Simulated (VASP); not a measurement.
# Hf5S3 (I4/mcm) in VASP: single point with PBE

Aim: the single point of Hf5S3 with PBE.

Everything below comes from runs of VASP 6.6.1. Logs are shortened: lines on timing, memory, paths and dates and some standing lists are left out, and cuts for length are marked.

### Step 1. The cell of the first run

The structure is tetragonal, space group I4/mcm (No. 140). Conventional cell: a = 6.703 Å, b = 6.703 Å, c = 12.438 Å, α = 90.00°, β = 90.00°, γ = 90.00°. Hf (site symmetry 4/m) has 6 S at 2.55 to 3.11 Å and 8 Hf at 3.16 Å within 3.4 Å. Hf (site symmetry m) has 5 S at 2.63 to 2.81 Å and 10 Hf at 2.96 to 3.58 Å within 3.6 Å. S (site symmetry m2m) has 8 Hf at 2.55 to 2.79 Å and 1 S at 2.86 Å within 3.4 Å. Within 3.7 Å of S (site symmetry 422) lie 10 Hf at 2.81 to 3.11 Å.

### Step 2. Single point, PBE

INCAR reads:

```
SYSTEM = Hf5S3
PREC = Accurate
ENCUT = 520
EDIFF = 1E-6
ISMEAR = 0
SIGMA = 0.2
LREAL = Auto
LASPH = .TRUE.
NELM = 60
ALGO = Normal
ISIF = 2
LWAVE = .FALSE.
LCHARG = .TRUE.
GGA = PE
LELF = .TRUE.
LVHAR = .TRUE.
NBANDS = 82
```

KPOINTS reads:

```
Automatic mesh
0
G
  3 3 3
  0 0 0
```

POSCAR reads:

```
Hf5S3
1.0
   -3.3514078384      3.3514078384      6.2191697604
    3.3514078384     -3.3514078384      6.2191697604
    3.3514078384      3.3514078384     -6.2191697604
Hf S
10 6
Direct
    0.0000000000      0.0000000000      0.0000000000
    0.5000000000      0.5000000000      0.0000000000
    0.9951581498      0.8079425101      0.5000000000
    0.3079425101      0.4951581498      0.5000000000
    0.8079425101      0.3079425101      0.8127843603
    0.5048418502      0.0048418502      0.8127843603
    0.0048418502      0.1920574899      0.5000000000
    0.4951581498      0.9951581498      0.1872156397
    0.6920574899      0.5048418502      0.5000000000
    0.1920574899      0.6920574899      0.1872156397
    0.3492151532      0.1507848468      0.5000000000
    0.6507848468      0.8492151532      0.5000000000
    0.8492151532      0.3492151532      0.1984303064
    0.1507848468      0.6507848468      0.8015696936
    0.7500000000      0.7500000000      0.0000000000
    0.2500000000      0.2500000000      0.0000000000
```

Potentials or basis: VASP PAW PBE potentials, release 64 (Hf_pv, S).

Run with:

```bash
cat potpaw_PBE.64/Hf_pv/POTCAR potpaw_PBE.64/S/POTCAR > POTCAR
mpirun -np 1 vasp_std > vasp.out
```

OUTCAR:

```text
SYSTEM = Hf5S3
   PREC = Accurate
   ENCUT = 520
   EDIFF = 1E-6
   ISMEAR = 0
   LREAL = Auto
   LASPH = .TRUE.
   NELM = 60
   ISIF = 2
   GGA = PE

 ion  position               nearest neighbor table
   1  0.000  0.000  0.000-  11 2.55  13 2.55  14 2.55  12 2.55  16 3.11  15 3.11   4 3.16   5 3.16
                             6 3.16   7 3.16   8 3.16   3 3.16   9 3.16  10 3.16
   2  0.500  0.500  0.000-  12 2.55  13 2.55  14 2.55  11 2.55  16 3.11  15 3.11   3 3.16   5 3.16
                             6 3.16   8 3.16   9 3.16   4 3.16   7 3.16  10 3.16
   3  0.995  0.808  0.500-  12 2.63  13 2.79  14 2.79  15 2.81  16 2.81   4 2.96   7 3.02   2 3.16
                             1 3.16  10 3.22   6 3.22   8 3.58   5 3.58   5 3.58   8 3.58   9 3.77
   4  0.308  0.495  0.500-  11 2.63  13 2.79  14 2.79  16 2.81  15 2.81   3 2.96   9 3.02   1 3.16
                             2 3.16  10 3.22   6 3.22   8 3.58   5 3.58   8 3.58   5 3.58   7 3.77
   5  0.808  0.308  0.813-  13 2.63  12 2.79  11 2.79  15 2.81  16 2.81   8 2.96  10 3.02   2 3.16
                             1 3.16   9 3.22   7 3.22   4 3.58   3 3.58   3 3.58   4 3.58   6 3.77
   6  0.505  0.005  0.813-  13 2.63  12 2.79  11 2.79  15 2.81  16 2.81  10 2.96   8 3.02   2 3.16
                             1 3.16   4 3.22   3 3.22   9 3.58   9 3.58   7 3.58   7 3.58   5 3.77
   7  0.005  0.192  0.500-  11 2.63  13 2.79  14 2.79  16 2.81  15 2.81   9 2.96   3 3.02   1 3.16
                             2 3.16   5 3.22   8 3.22  10 3.58  10 3.58   6 3.58   6 3.58   4 3.77
   8  0.495  0.995  0.187-  14 2.63  12 2.79  11 2.79  15 2.81  16 2.81   5 2.96   6 3.02   1 3.16
                             2 3.16   9 3.22   7 3.22   3 3.58   4 3.58   4 3.58   3 3.58  10 3.77
   9  0.692  0.505  0.500-  12 2.63  13 2.79  14 2.79  15 2.81  16 2.81   7 2.96   4 3.02   2 3.16
                             1 3.16   5 3.22   8 3.22  10 3.58   6 3.58   6 3.58  10 3.58   3 3.77
  10  0.192  0.692  0.187-  14 2.63  12 2.79  11 2.79  15 2.81  16 2.81   6 2.96   5 3.02   1 3.16
                             2 3.16   3 3.22   4 3.22   9 3.58   7 3.58   7 3.58   9 3.58   8 3.77
  11  0.349  0.151  0.500-   2 2.55   1 2.55   7 2.63   4 2.63   5 2.79   8 2.79  10 2.79   6 2.79
[... 7 lines left out ...]
  15  0.750  0.750  0.000-   3 2.81   5 2.81   6 2.81   8 2.81  10 2.81   9 2.81   4 2.81   7 2.81
                             1 3.11   2 3.11
  16  0.250  0.250  0.000-   4 2.81   5 2.81   6 2.81   8 2.81  10 2.81   7 2.81   3 2.81   9 2.81
                             1 3.11   2 3.11

  LATTYP: Found a body centered tetragonal cell.
 ALAT       =     6.7028156768
 C/A-ratio  =     1.8556887315

  Lattice vectors:

 A1 = (  -3.3514078384,   3.3514078384,   6.2191697604)
 A2 = (   3.3514078384,  -3.3514078384,   6.2191697604)
 A3 = (   3.3514078384,   3.3514078384,  -6.2191697604)

Analysis of symmetry for initial positions (statically):
=====================================================================
 Subroutine PRICEL returns:
 Original cell was already a primitive cell.

 Routine SETGRP: Setting up the symmetry group for a
 body centered tetragonal supercell.

 Subroutine GETGRP returns: Found 16 space group operations
 (whereof  8 operations were pure point group operations)
 out of a pool of 16 trial point group operations.

The static configuration has the point symmetry C_4h.
 The point group associated with its full space group is D_4h.

Analysis of symmetry for dynamics (positions and initial velocities):
=====================================================================
 Subroutine PRICEL returns:
 Original cell was already a primitive cell.

 Routine SETGRP: Setting up the symmetry group for a
 body centered tetragonal supercell.

 Subroutine GETGRP returns: Found 16 space group operations
 (whereof  8 operations were pure point group operations)
 out of a pool of 16 trial point group operations.

The dynamic configuration has the point symmetry C_4h.
 The point group associated with its full space group is D_4h.

 Subroutine INISYM returns: Found 16 space group operations
 (whereof  8 operations are pure point group operations),
 and found     1 'primitive' translations

----------------------------------------------------------------------------------------

                                     Primitive cell

  volume of cell :     279.4132

  direct lattice vectors                    reciprocal lattice vectors
    -3.351407838  3.351407838  6.219169760     0.000000000  0.149191034  0.080396583
     3.351407838 -3.351407838  6.219169760     0.149191034  0.000000000  0.080396583
     3.351407838  3.351407838 -6.219169760     0.149191034  0.149191034  0.000000000

  length of vectors
     7.819331270  7.819331270  7.819331270     0.169474409  0.169474409  0.210987983

  position of ions in fractional coordinates (direct lattice)
     0.000000000  0.000000000  0.000000000
[... 47 lines left out ...]
     0.049730345  0.000000000  0.026798861     0.000000000  0.333333333  0.000000000
     0.049730345  0.049730345  0.000000000     0.000000000  0.000000000  0.333333333

  Length of vectors
     0.056491470  0.056491470  0.070329328

  Shift w.r.t. Gamma in fractional coordinates (k-lattice)
     0.000000000  0.000000000  0.000000000

 Subroutine IBZKPT returns following result:
 ===========================================

 Found      6 irreducible k-points:

 Following reciprocal coordinates:
            Coordinates               Weight
  0.000000  0.000000  0.000000      1.000000
  0.333333  0.000000  0.000000      8.000000
  0.333333  0.333333  0.000000      8.000000
 -0.333333  0.333333  0.000000      4.000000
 -0.333333  0.333333  0.333333      4.000000
 -0.333333 -0.333333  0.333333      2.000000
   k-points           NKPTS =      6   k-points in BZ     NKDIM =      6   number of bands    NBANDS=     82
   number of dos      NEDOS =    301   number of ions     NIONS =     16
   total plane-waves  NPLWV = 216000
   dimension x,y,z NGX =    60 NGY =   60 NGZ =   60
   dimension x,y,z NGXF=   120 NGYF=  120 NGZF=  120
   ions per type =              10   6
   NGX,Y,Z   is equivalent  to a cutoff of  12.76, 12.76, 12.76 a.u.
   NGXF,Y,Z  is equivalent  to a cutoff of  25.51, 25.51, 25.51 a.u.
 SYSTEM =  Hf5S3
   PREC   = accura    normal or accurate (medium, high low for compatibility)
   ISTART =      0    job   : 0-new  1-cont  2-samecut
   ICHARG =      2    charge: 1-file 2-atom 10-const
   ISPIN  =      1    spin polarized calculation?
   LNONCOLLINEAR =      F non collinear calculations
   LSORBIT =      F    spin-orbit coupling
   LASPH  =      T    aspherical Exc in radial PAW
   ENCUT  =  520.0 eV  38.22 Ry    6.18 a.u.  14.54 14.54 14.54*2*pi/ulx,y,z
   NELM   =     60;   NELMIN=  2; NELMDL= -5     # of ELM steps
   EDIFF  = 0.1E-05   stopping-criterion for ELM
   LREAL  =      T    real-space projection
   EDIFFG = 0.1E-04   stopping-criterion for IOM
   NSW    =      0    number of steps for IOM
   IBRION =     -1    ionic relax: 0-MD 1-quasi-New 2-CG
   NFREE  =      0    steps in history (QN), initial steepest desc. (CG)
   ISIF   =      2    stress and relaxation
   ISYM   =      2    0-nonsym 1-usesym 2-fastsym
   POTIM  = 0.5000    time-step for ionic-motion
   TEBEG  =    0.0;   TEEND  =   0.0 temperature during run
   PSTRESS=    0.0 pullay stress
   NELECT =     136.0000    total number of electrons
   NUPDOWN=      -1.0000    fix difference up-down
   EMIN   =  10.00;   EMAX   =-10.00  energy-range for DOS
   EFERMI =   0.00;   METHOD = LEGACY
   ISMEAR =     0;   SIGMA  =   0.20  broadening in eV -4-tet -1-fermi 0-gaus
   EFERMI_NEDOS =   21; number of points for ismear=-14 and -15
   IALGO  =     38    algorithm
   IMIX   =      4    mixing-type and parameters
     AMIX     =   0.40;   BMIX     =  1.00
     AMIX_MAG =   1.60;   BMIX_MAG =  1.00
  volume/ion in A,a.u.               =      17.46       117.85
  Fermi-wavevector in a.u.,A,eV,Ry     =   1.287772  2.433535 22.563296  1.658355
  Thomas-Fermi vector in A             =   2.419766
   LORBIT       =      0    0 simple, 1 ext, 2 COOP (PROOUT), +10 PAW based schemes
   GGA     = PE    functional components
   LHFCALC =     F    Hartree Fock is set to
   AEXX    =    0.0000 exact exchange contribution
   IVDW    =     0    specifies the selected vdW correction
   LEPSILON=     F    determine dielectric tensor
   LRPA    =     F    only Hartree local field effects (RPA)
 non-spin polarized calculation
 Gauss-broadening in eV      SIGMA  =   0.20
  energy-cutoff  :      520.00
  volume of cell :      279.41
 maximum number of plane-waves:      7545
 NGX is ok and might be reduce to    60
   NGX = 29   NGY = 29   NGZ = 29

 number of electron     136.0000006 magnetization

 Free energy of the ion-electron system (eV)
  ---------------------------------------------------
  ext. energy  EPLUGINS =         0.00000000
  ---------------------------------------------------
  free energy    TOTEN  =      -137.50693042 eV

  energy without entropy =     -137.32579320  energy(sigma->0) =     -137.41636181

 E-fermi :   7.6626     XC(G=0): -11.8165

 val. band max:        7.6444688058   @ k =   0.0000   0.0000   0.0000
 cond. band min:       7.6672896913   @ k =  -0.3333   0.3333   0.0000
 fundamental gap:      0.0228208855
 Fermi energy:         7.6626013510

 k-point     1 :       0.0000    0.0000    0.0000
  band No.  band energies     occupation
      1     -23.6595      2.00000
      2     -23.6446      2.00000
      3     -23.5539      2.00000
      4     -23.5485      2.00000
      5     -23.5485      2.00000
      6     -23.5133      2.00000
[... 487 lines left out ...]
     79       8.9857      0.00000
     80       9.7249      0.00000
 [bands above 80 left out]

------------------------ aborting loop because EDIFF is reached ----------------------------------------

  FORCE on cell =-STRESS in cart. coord.  units (eV):
  Direction    XX          YY          ZZ          XY          YZ          ZX
  --------------------------------------------------------------------------------------
  -------------------------------------------------------------------------------------
  Total       -1.3353195     -1.3353195     -1.3366710      0.0000000     -0.0000000      0.0000000
  in kB       -7.6568266     -7.6568266     -7.6645761      0.0000000     -0.0000000      0.0000000
  external PRESSURE =      -7.6594098 kB  Pullay stress =       0.0000000 kB

 VOLUME and BASIS-vectors are now :
 -----------------------------------------------------------------------------
  energy-cutoff  :      520.00
  volume of cell :      279.41
      direct lattice vectors                 reciprocal lattice vectors
    -3.351407838  3.351407838  6.219169760     0.000000000  0.149191034  0.080396583
     3.351407838 -3.351407838  6.219169760     0.149191034  0.000000000  0.080396583
     3.351407838  3.351407838 -6.219169760     0.149191034  0.149191034  0.000000000

 POSITION                                       TOTAL-FORCE (eV/Angst)
 -----------------------------------------------------------------------------------
      0.00000      0.00000      0.00000         0.000000      0.000000      0.000000
      0.00000      0.00000      6.21917         0.000000      0.000000      0.000000
      1.04827      2.30314      8.10420        -0.007351      0.007351     -0.030066
      2.30314      1.04827      1.88503         0.007351     -0.007351     -0.030066
      1.04827      4.39968      1.88503        -0.007351     -0.007351     -0.030066
      1.04827      4.39968     -1.88503        -0.007351     -0.007351      0.030066
[... 8 lines left out ...]
      0.00000      0.00000      9.32875         0.000000      0.000000      0.000000
      0.00000      0.00000      3.10958         0.000000     -0.000000      0.000000
 -----------------------------------------------------------------------------------
    total drift:                               -0.000000     -0.000000      0.000000

  FREE ENERGIE OF THE ION-ELECTRON SYSTEM (eV)
  ---------------------------------------------------
  free  energy   TOTEN  =      -137.5069304242 eV

  energy  without entropy=     -137.3257931960  energy(sigma->0) =     -137.41636181
```

Run time: 4.6 min. Hardware: 1 thread of Intel Xeon Platinum 8488C (Sapphire Rapids), shared host; peak memory 0.51 GiB.

Results:

| Item | Value |
| --- | --- |
| Free energy | -137.5069 eV |
| Pressure | -0.8 GPa |
| Largest force | 0.032 eV/Å |
| Band gap on the k mesh | zero (bands 68 and 69 overlap by 0.27 eV) |

Forces in eV/Å, atoms in the order of the input:
```
Hf   0.000  0.000  0.000
Hf   0.000  0.000  0.000
Hf  -0.007  0.007 -0.030
Hf   0.007 -0.007 -0.030
Hf  -0.007 -0.007 -0.030
Hf  -0.007 -0.007  0.030
Hf   0.007 -0.007  0.030
Hf   0.007  0.007 -0.030
Hf  -0.007  0.007  0.030
Hf   0.007  0.007  0.030
S    0.005 -0.005  0.000
S   -0.005  0.005  0.000
S   -0.005 -0.005  0.000
S    0.005  0.005  0.000
S    0.000  0.000  0.000
S    0.000  0.000  0.000
```

Caveat: spin-orbit coupling is left out, which moves the levels of the heavy elements.

The gap in the log of VASP goes by the Fermi energy; the results here count the filled bands.